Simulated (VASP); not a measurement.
# Ta (I4/mmm) in VASP: notebook

Runs on Ta. Level: PBE. Tasks: single point.

Program: VASP 6.6.1. These are calculated values, not measurements. Logs are shortened: lines on timing, memory, paths and dates and some standing lists are left out, and cuts for length are marked.

**1. The cell of the first run**

Symmetry: I4/mmm, No. 139, tetragonal system. The conventional cell has a = 2.828 Å, b = 2.828 Å, c = 4.297 Å, α = 90.00°, β = 90.00°, γ = 90.00°. Ta (site symmetry 4/mmm) has 12 Ta at 2.83 to 2.94 Å within 3.7 Å.

**2. Single point, PBE (17.18 Å³/atom)**

File INCAR:

```
PREC = Accurate ; ENCUT = 520
EDIFF = 1E-6 ; ISMEAR = 0
SIGMA = 0.15 ; LREAL = False
LASPH = True ; NELM = 80
ALGO = Normal ; ISIF = 2
LWAVE = False ; LCHARG = True
GGA = PE ; LELF = True
LVHAR = True ; NBANDS = 12
```

File KPOINTS:

```
regular mesh
0
Gamma
  20 20 20
```

File POSCAR:

```
Ta
1.0
   -1.4139271867      1.4139271867      2.1487451457
    1.4139271867     -1.4139271867      2.1487451457
    1.4139271867      1.4139271867     -2.1487451457
Ta
1
Direct
    0.0000000000      0.0000000000      0.0000000000
```

Potentials or basis: VASP PAW PBE potentials, release 64 (Ta_pv).

Run with:

```bash
$ cat potpaw_PBE.64/Ta_pv/POTCAR > POTCAR
$ mpirun -np 1 vasp_std > vasp.out
```

OUTCAR:

```text
PREC = Accurate
   ENCUT = 520
   EDIFF = 1E-6
   ISMEAR = 0
   LREAL = False
   LASPH = True
   NELM = 80
   ISIF = 2
   GGA = PE

 ion  position               nearest neighbor table
   1  0.000  0.000  0.000-

  LATTYP: Found a body centered tetragonal cell.
 ALAT       =     2.8278543734
 C/A-ratio  =     1.5197000001

  Lattice vectors:

 A1 = (  -1.4139271867,   1.4139271867,   2.1487451457)
 A2 = (   1.4139271867,  -1.4139271867,   2.1487451457)
 A3 = (   1.4139271867,   1.4139271867,  -2.1487451457)

Analysis of symmetry for initial positions (statically):
=====================================================================
 Subroutine PRICEL returns:
 Original cell was already a primitive cell.

 Routine SETGRP: Setting up the symmetry group for a
 body centered tetragonal supercell.

 Subroutine GETGRP returns: Found 16 space group operations
 (whereof 16 operations were pure point group operations)
 out of a pool of 16 trial point group operations.

The static configuration has the point symmetry D_4h.

Analysis of symmetry for dynamics (positions and initial velocities):
=====================================================================
 Subroutine PRICEL returns:
 Original cell was already a primitive cell.

 Routine SETGRP: Setting up the symmetry group for a
 body centered tetragonal supercell.

 Subroutine GETGRP returns: Found 16 space group operations
 (whereof 16 operations were pure point group operations)
 out of a pool of 16 trial point group operations.

The dynamic configuration has the point symmetry D_4h.

 Subroutine INISYM returns: Found 16 space group operations
 (whereof 16 operations are pure point group operations),
 and found     1 'primitive' translations

----------------------------------------------------------------------------------------

                                     Primitive cell

  volume of cell :      17.1830

  direct lattice vectors                    reciprocal lattice vectors
    -1.413927187  1.413927187  2.148745146     0.000000000  0.353624999  0.232693952
     1.413927187 -1.413927187  2.148745146     0.353624999  0.000000000  0.232693952
     1.413927187  1.413927187 -2.148745146     0.353624999  0.353624999  0.000000000

  length of vectors
     2.935214793  2.935214793  2.935214793     0.423316802  0.423316802  0.500101270

  position of ions in fractional coordinates (direct lattice)
     0.000000000  0.000000000  0.000000000

  ion indices of the primitive-cell ions
   primitive index   ion index
                 1           1

----------------------------------------------------------------------------------------

 KPOINTS: regular mesh

Automatic generation of k-mesh.
 Grid dimensions read from file:
 generate k-points for:   20   20   20

 Generating k-lattice:

  Cartesian coordinates                     Fractional coordinates (reciprocal lattice)
     0.000000000  0.017681250  0.011634698     0.050000000 -0.000000000  0.000000000
     0.017681250  0.000000000  0.011634698    -0.000000000  0.050000000  0.000000000
     0.017681250  0.017681250  0.000000000     0.000000000  0.000000000  0.050000000

  Length of vectors
     0.021165840  0.021165840  0.025005063

  Shift w.r.t. Gamma in fractional coordinates (k-lattice)
     0.000000000  0.000000000  0.000000000

 Subroutine IBZKPT returns following result:
 ===========================================

 Found    641 irreducible k-points:

 Following reciprocal coordinates:
            Coordinates               Weight
  0.000000  0.000000  0.000000      1.000000
  0.050000  0.000000 -0.000000      8.000000
  0.100000  0.000000  0.000000      8.000000
  0.150000 -0.000000  0.000000      8.000000
  0.200000  0.000000  0.000000      8.000000
  0.250000 -0.000000  0.000000      8.000000
[... 16 lines left out ...]
 -0.400000  0.050000 -0.000000     16.000000
 -0.350000  0.050000 -0.000000     16.000000
 [... further k-points ...]
   k-points           NKPTS =    641   k-points in BZ     NKDIM =    641   number of bands    NBANDS=     12
   number of dos      NEDOS =    301   number of ions     NIONS =      1
   total plane-waves  NPLWV =  13824
   dimension x,y,z NGX =    24 NGY =   24 NGZ =   24
   dimension x,y,z NGXF=    48 NGYF=   48 NGZF=   48
   ions per type =               1
   NGX,Y,Z   is equivalent  to a cutoff of  13.59, 13.59, 13.59 a.u.
   NGXF,Y,Z  is equivalent  to a cutoff of  27.19, 27.19, 27.19 a.u.
 SYSTEM =  unknown system
   PREC   = accura    normal or accurate (medium, high low for compatibility)
   ISTART =      0    job   : 0-new  1-cont  2-samecut
   ICHARG =      2    charge: 1-file 2-atom 10-const
   ISPIN  =      1    spin polarized calculation?
   LNONCOLLINEAR =      F non collinear calculations
   LSORBIT =      F    spin-orbit coupling
   LASPH  =      T    aspherical Exc in radial PAW
   ENCUT  =  520.0 eV  38.22 Ry    6.18 a.u.   5.46  5.46  5.46*2*pi/ulx,y,z
   NELM   =     80;   NELMIN=  2; NELMDL= -5     # of ELM steps
   EDIFF  = 0.1E-05   stopping-criterion for ELM
   LREAL  =      F    real-space projection
   EDIFFG = 0.1E-04   stopping-criterion for IOM
   NSW    =      0    number of steps for IOM
   IBRION =     -1    ionic relax: 0-MD 1-quasi-New 2-CG
   NFREE  =      0    steps in history (QN), initial steepest desc. (CG)
   ISIF   =      2    stress and relaxation
   ISYM   =      2    0-nonsym 1-usesym 2-fastsym
   POTIM  = 0.5000    time-step for ionic-motion
   TEBEG  =    0.0;   TEEND  =   0.0 temperature during run
   PSTRESS=    0.0 pullay stress
   NELECT =      11.0000    total number of electrons
   NUPDOWN=      -1.0000    fix difference up-down
   EMIN   =  10.00;   EMAX   =-10.00  energy-range for DOS
   EFERMI =   0.00;   METHOD = LEGACY
   ISMEAR =     0;   SIGMA  =   0.15  broadening in eV -4-tet -1-fermi 0-gaus
   EFERMI_NEDOS =   21; number of points for ismear=-14 and -15
   IALGO  =     38    algorithm
   IMIX   =      4    mixing-type and parameters
     AMIX     =   0.40;   BMIX     =  1.00
     AMIX_MAG =   1.60;   BMIX_MAG =  1.00
  volume/ion in A,a.u.               =      17.18       115.96
  Fermi-wavevector in a.u.,A,eV,Ry     =   1.410932  2.666275 27.085511  1.990729
  Thomas-Fermi vector in A             =   2.532835
   LORBIT       =      0    0 simple, 1 ext, 2 COOP (PROOUT), +10 PAW based schemes
   GGA     = PE    functional components
   LHFCALC =     F    Hartree Fock is set to
   AEXX    =    0.0000 exact exchange contribution
   IVDW    =     0    specifies the selected vdW correction
   LEPSILON=     F    determine dielectric tensor
   LRPA    =     F    only Hartree local field effects (RPA)
 non-spin polarized calculation
 Gauss-broadening in eV      SIGMA  =   0.15
  energy-cutoff  :      520.00
  volume of cell :       17.18
 maximum number of plane-waves:       481
 NGX is ok and might be reduce to    24
   NGX = 11   NGY = 11   NGZ = 11

 number of electron      11.0000000 magnetization

 Free energy of the ion-electron system (eV)
  ---------------------------------------------------
  ext. energy  EPLUGINS =         0.00000000
  ---------------------------------------------------
  free energy    TOTEN  =       -11.51108827 eV

  energy without entropy =      -11.49705329  energy(sigma->0) =      -11.50407078

 E-fermi :   6.2529     XC(G=0): -12.8607

 val. band max:        6.2489373611   @ k =  -0.4000   0.0500  -0.0000
 cond. band min:       6.2576624374   @ k =  -0.2000   0.5000   0.0500
 fundamental gap:      0.0087250763
 Fermi energy:         6.2528860588

 k-point     1 :       0.0000    0.0000    0.0000
  band No.  band energies     occupation
      1     -27.0247      2.00000
      2     -26.9943      2.00000
      3     -26.9943      2.00000
      4      -2.2196      2.00000
      5       6.0315      1.96313
      6       7.0806      0.00000
      7       7.0806      0.00000
      8       9.2296      0.00000
      9      10.8130      0.00000
     10      19.0759      0.00000
     11      20.7201      0.00000
     12      22.7965      0.00000

 k-point     2 :       0.0500    0.0000   -0.0000
  band No.  band energies     occupation
      1     -27.0464      2.00000
      2     -27.0157      2.00000
      3     -26.9971      2.00000
      4      -2.1065      2.00000
      5       6.0488      1.94564
      6       7.0111      0.00000
      7       7.1356      0.00000
      8       9.1938      0.00000
      9      10.7358      0.00000
     10      19.3161      0.00000
     11      20.7198      0.00000
     12      22.8350      0.00000

 k-point     3 :       0.1000    0.0000    0.0000
  band No.  band energies     occupation
      1     -27.1469      2.00000
      2     -27.0389      2.00000
      3     -27.0052      2.00000
      4      -1.7777      2.00000
      5       6.0443      1.95080
      6       6.8713      0.00000
      7       7.2882      0.00000
      8       9.1266      0.00000
      9      10.5367      0.00000
     10      19.9651      0.00000
     11      20.7192      0.00000
     12      22.5105      0.00000
[... 286 lines left out ...]
 k-point    23 :      -0.4000    0.0500   -0.0000
  band No.  band energies     occupation
      1     -28.2173      2.00000
      2     -27.2392      2.00000
      3     -27.1090      2.00000
      4       1.2622      2.00000
      5       6.0875      1.88097
      6       6.2489      1.02970
      7       7.1442      0.00000
      8      11.5274      0.00000
      9      12.2309      0.00000
     10      17.9319      0.00000
     11      20.6646      0.00000
     12      20.8961      0.00000

 k-point    24 :      -0.3500    0.0500   -0.0000
  band No.  band energies     occupation
      1     -28.0648      2.00000
      2     -27.2123      2.00000
      3     -27.0925      2.00000
      4       1.0151      2.00000
      5       5.6564      2.00000
      6       6.3933      0.18554
      7       7.3072      0.00000
      8      10.8072      0.00000
      9      11.5312      0.00000
     10      18.3661      0.00000
     11      20.7175      0.00000
     12      22.3797      0.00000

 [... further k-points ...]

------------------------ aborting loop because EDIFF is reached ----------------------------------------

  FORCE on cell =-STRESS in cart. coord.  units (eV):
  Direction    XX          YY          ZZ          XY          YZ          ZX
  --------------------------------------------------------------------------------------
  -------------------------------------------------------------------------------------
  Total        1.7302823      1.7302823      2.8626793      0.0000000      0.0000000      0.0000000
  in kB      161.3349874    161.3349874    266.9219461      0.0000000      0.0000000      0.0000000
  external PRESSURE =     196.5306403 kB  Pullay stress =       0.0000000 kB

 VOLUME and BASIS-vectors are now :
 -----------------------------------------------------------------------------
  energy-cutoff  :      520.00
  volume of cell :       17.18
      direct lattice vectors                 reciprocal lattice vectors
    -1.413927187  1.413927187  2.148745146     0.000000000  0.353624999  0.232693952
     1.413927187 -1.413927187  2.148745146     0.353624999  0.000000000  0.232693952
     1.413927187  1.413927187 -2.148745146     0.353624999  0.353624999  0.000000000

 POSITION                                       TOTAL-FORCE (eV/Angst)
 -----------------------------------------------------------------------------------
      0.00000      0.00000      0.00000         0.000000      0.000000      0.000000
 -----------------------------------------------------------------------------------
    total drift:                                0.000000      0.000000      0.000000

  FREE ENERGIE OF THE ION-ELECTRON SYSTEM (eV)
  ---------------------------------------------------
  free  energy   TOTEN  =       -11.5110882744 eV

  energy  without entropy=      -11.4970532864  energy(sigma->0) =      -11.50407078
```

It took 2.1 min on 1 thread of Intel Xeon 8259CL, shared host; peak memory 0.25 GiB.

Results:

* Free energy: -11.5111 eV
* Pressure: 19.7 GPa
* Band gap on the k mesh: zero (an odd number of electrons rules out a gap without spin polarisation)

Stress tensor (GPa, compression positive):
```
16.13  0.00  0.00
 0.00 16.13  0.00
 0.00  0.00 26.69
```

Caveat: the stress differs along the axes, from 16 to 27 GPa; spin-orbit coupling is left out, which moves the levels of the heavy elements.

**3. Single point, PBE (19.38 Å³/atom)**

This run uses another cell than the first one, of 19.38 Å³/atom.

File INCAR:

```
  ALGO = Fast
  EDIFF = 1E-6
  ENCUT = 520
  GGA = PE
  ISIF = 2
  ISMEAR = 0
  LASPH = T
  LCHARG = T
  LELF = T
  LREAL = F
  LVHAR = T
  LWAVE = F
  NBANDS = 12
  NELM = 100
  PREC = Accurate
  SIGMA = 0.15
```

File KPOINTS:

```
k-points
0
Gamma
  20 20 20
```

File POSCAR:

```
Ta
1.0
   -1.4717122162      1.4717122162      2.2365610549
    1.4717122162     -1.4717122162      2.2365610549
    1.4717122162      1.4717122162     -2.2365610549
Ta
1
Direct
    0.0000000000      0.0000000000      0.0000000000
```

Potentials or basis: VASP PAW PBE potentials, release 64 (Ta_pv).

Run with:

```bash
$ cat potpaw_PBE.64/Ta_pv/POTCAR > POTCAR
$ mpirun -np 1 vasp_std > vasp.out
```

Wall time 2.9 min (1 thread of Intel Xeon 8259CL, shared host); peak memory 0.26 GiB.

It converged, with:

```
Free energy            : -11.5905 eV
Pressure               : -5.8 GPa
Band gap on the k mesh : zero (an odd number of electrons rules out a gap without spin polarisation)
```

Stress tensor (GPa, compression positive):
```
-7.84  0.00  0.00
 0.00 -7.84  0.00
 0.00  0.00 -1.70
```

Levels at points of the mesh, in eV from the Fermi level:
| k point | band 3 | band 4 | band 5 | band 6 | band 7 | band 8 |
| --- | --- | --- | --- | --- | --- | --- |
| (0.00, 0.00, 0.00) | -33.69 | -7.95 | -0.09 | 0.84 | 0.84 | 2.65 |
| (0.50, 0.00, 0.00) | -33.76 | -4.44 | -0.18 | 0.63 | 0.78 | 5.34 |
| (0.50, 0.50, 0.00) | -33.99 | -4.13 | -3.16 | 3.19 | 5.42 | 5.71 |
| (0.50, 0.50, 0.50) | -33.95 | -4.27 | -3.06 | 1.95 | 5.68 | 6.20 |

Caveat: the stress differs along the axes, from -8 to -2 GPa; spin-orbit coupling is left out, which moves the levels of the heavy elements.

**4. Single point, PBE (19.74 Å³/atom)**

This run uses another cell than the first one, of 19.74 Å³/atom.

File INCAR:

```
SYSTEM = Ta
PREC = Accurate
ENCUT = 520
EDIFF = 1E-6
ISMEAR = 0
SIGMA = 0.15
LREAL = .FALSE.
LASPH = .TRUE.
NELM = 100
ALGO = Fast
ISIF = 2
LWAVE = .FALSE.
LCHARG = .FALSE.
GGA = PE
NBANDS = 12
```

File KPOINTS:

```
regular mesh
0
G
  20 20 20
  0 0 0
```

File POSCAR:

```
Ta
1.0
   -1.5107314394      1.5107314394      2.1626120555
    1.5107314394     -1.5107314394      2.1626120555
    1.5107314394      1.5107314394     -2.1626120555
Ta
1
Direct
    0.0000000000      0.0000000000      0.0000000000
```

Run with:

```bash
$ cat potpaw_PBE.64/Ta_pv/POTCAR > POTCAR
$ mpirun -np 1 vasp_std > vasp.out
```

Run time: 2.7 min. Hardware: 1 thread of Intel Xeon 8259CL, shared host; peak memory 0.26 GiB.

The run converged. Its results:

```
Free energy            : -11.5575 eV
Pressure               : -8.3 GPa
Band gap on the k mesh : zero (an odd number of electrons rules out a gap without spin polarisation)
```

Stress tensor (GPa, compression positive):
```
-8.64  0.00  0.00
 0.00 -8.64  0.00
 0.00  0.00 -7.70
```

Levels at points of the mesh, in eV from the Fermi level:
```csv
k point,band 2,band 3,band 4,band 5,band 6,band 7,band 8,band 9
"(0.00, 0.00, 0.00)",-33.81,-33.81,-7.91,0.36,0.51,0.51,3.15,3.36
"(0.50, 0.00, 0.00)",-33.93,-33.92,-4.41,0.18,0.34,0.53,5.38,5.47
"(0.50, 0.50, 0.00)",-34.14,-34.12,-4.10,-3.11,2.69,5.40,5.98,6.14
"(0.50, 0.50, 0.50)",-34.11,-34.11,-4.13,-3.08,2.48,5.42,6.05,6.05
```

Caveat: the cell stands under tension; spin-orbit coupling is left out, which moves the levels of the heavy elements.

**5. Summary**

```csv
cell,gap on the mesh (eV),pressure (GPa)
"a = 2.935 Å, angles 122.4, 122.4, 85.9°, 1 atom",none,19.7
"a = 3.055 Å, angles 122.4, 122.4, 85.9°, 1 atom",none,-5.8
"a = 3.040 Å, angles 120.4, 120.4, 89.3°, 1 atom",none,-8.3
```

Alike in all rows: task single point; level PBE; potentials or basis VASP PAW PBE potentials, release 64 (Ta_pv); no spin polarisation; k mesh 20 × 20 × 20; cutoff (eV) 520; smearing gaussian 0.15 eV.

Caveats: spin-orbit coupling is left out, which moves the levels of the heavy elements; the stress differs along the axes, from 16 to 27 GPa (at least some runs); the stress differs along the axes, from -8 to -2 GPa (at least some runs); the cell stands under tension (at least some runs).

Total energies depend on the potentials used, so only differences within one code and one set of settings carry meaning.
